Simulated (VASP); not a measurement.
Here is a VASP 6.6.1 calculation.

File INCAR:

```
PREC     = Accurate       # precision mode
ENCUT    = 520            # plane-wave cutoff, eV
EDIFF    = 1E-6           # SCF threshold, eV
ISMEAR   = 0              # smearing method
SIGMA    = 0.05           # smearing width, eV
LREAL    = F              # projectors in reciprocal space
LASPH    = T              # aspherical terms in the spheres
NELM     = 100            # most SCF steps
ALGO     = Normal         # electronic algorithm
ISIF     = 2              # what is computed and relaxed
LWAVE    = F              # write WAVECAR
LCHARG   = T              # write CHGCAR
GGA      = PE             # functional
LELF     = T              # ELF
LVHAR    = T            
NBANDS   = 11             # bands
```

File KPOINTS:

```
regular mesh
0
Gamma
  12 12 12
```

File POSCAR:

```
BN
1.0
    0.0000000000      1.9785128224      1.6493104555
    1.6493104555      0.0000000000      1.6493104555
    1.6493104555      1.9785128224      0.0000000000
B N
1 1
Direct
    0.0000000000      0.0000000000      0.0000000000
    0.7500000000      0.7500000000      0.7500000000
```

Potentials or basis: VASP PAW PBE potentials, release 64 (B, N).

Command:

```sh
$ cat potpaw_PBE.64/B/POTCAR potpaw_PBE.64/N/POTCAR > POTCAR
$ mpirun -np 1 vasp_std > vasp.out
```

Problem. Predict the band gap on the k mesh.

Solution. 2.75 eV, indirect (least direct gap 7.39 eV).

Problem. Predict the pressure.

Solution. 45.5 GPa.

Stress tensor (GPa, compression positive):
```
 96.98   0.00   0.00
  0.00 -57.59   0.00
  0.00   0.00  96.98
```

 A k mesh can miss the band edges.
